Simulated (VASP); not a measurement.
Write the native input for VASP 6.6.1 that does the following.

| Quantity | Value |
| --- | --- |
| Task | single point |
| Functional | r2SCAN |
| Potentials or basis | VASP PAW PBE potentials, release 64 (Pb_d, F) |
| Cutoff | 520 eV |
| k mesh | 8 × 8 × 8 |
| Occupations | gaussian, width 0.05 eV |
| Spin | no spin polarisation |
| Dipole correction | no |
| Further INCAR settings | ALGO = Normal; EDIFF = 1e-07; NBANDS = 21 |

The system is PbF2.

```xyz
3
Lattice="0.0000 3.0144 2.9699 3.0144 0.0000 2.9699 3.0144 3.0144 0.0000" Properties=species:S:1:pos:R:3 pbc="T T T"
Pb    0.0000    0.0000    0.0000
F     1.5072    1.5072    1.4849
F     4.5216    4.5216    4.4548
```

This cell differs from its parent crystal: strain +0.015 along x and y, +0.000 along z.

The input as run:

POSCAR

```
PbF2
1.0
    0.0000000000      3.0143977500      2.9698500000
    3.0143977500      0.0000000000      2.9698500000
    3.0143977500      3.0143977500      0.0000000000
Pb F
1 2
Direct
    0.0000000000      0.0000000000      0.0000000000
    0.2500000000      0.2500000000      0.2500000000
    0.7500000000      0.7500000000      0.7500000000
```

INCAR.step1

```
SYSTEM = PbF2
PREC = Accurate ; ENCUT = 520
ISMEAR = 0 ; SIGMA = 0.05
LREAL = .FALSE. ; LASPH = .TRUE.
NELM = 100 ; NBANDS = 21
GGA = PE ; ALGO = Normal
EDIFF = 1E-4 ; LWAVE = .TRUE.
LCHARG = .FALSE.
```

INCAR.step2

```
SYSTEM = PbF2
PREC = Accurate ; ENCUT = 520
EDIFF = 1E-7 ; ISMEAR = 0
SIGMA = 0.05 ; LREAL = .FALSE.
LASPH = .TRUE. ; NELM = 100
ALGO = Normal ; ISIF = 2
LWAVE = .FALSE. ; LCHARG = .FALSE.
METAGGA = R2SCAN ; LMIXTAU = .TRUE.
NBANDS = 21 ; ISTART = 1
```

KPOINTS

```
regular mesh
0
G
  8 8 8
  0 0 0
```

Potentials or basis: VASP PAW PBE potentials, release 64 (Pb_d, F).

Run with:

```sh
$ cat potpaw_PBE.64/Pb_d/POTCAR potpaw_PBE.64/F/POTCAR > POTCAR
$ cp INCAR.step1 INCAR
$ mpirun -np 1 vasp_std > vasp.out
$ cp INCAR.step2 INCAR
$ mpirun -np 1 vasp_std > vasp.out
```

It gave:

```json
{
 "Pressure": "-2.9 GPa",
 "Band gap on the k mesh": "4.88 eV, indirect (least direct gap 5.07 eV)"
}
```

Caveat: the cell differs from its parent crystal (strain +0.015 along x and y, +0.000 along z); the PAW data sets were made with another functional, which shifts forces and pressure a little; spin-orbit coupling is left out, which moves the levels of the heavy elements.

It took 3.5 min on 1 thread of Intel(R) Xeon(R) Platinum 8259CL CPU @ 2.50GHz (Skylake/Cascade Lake), with other jobs on the host, peak memory 0.22 GiB.
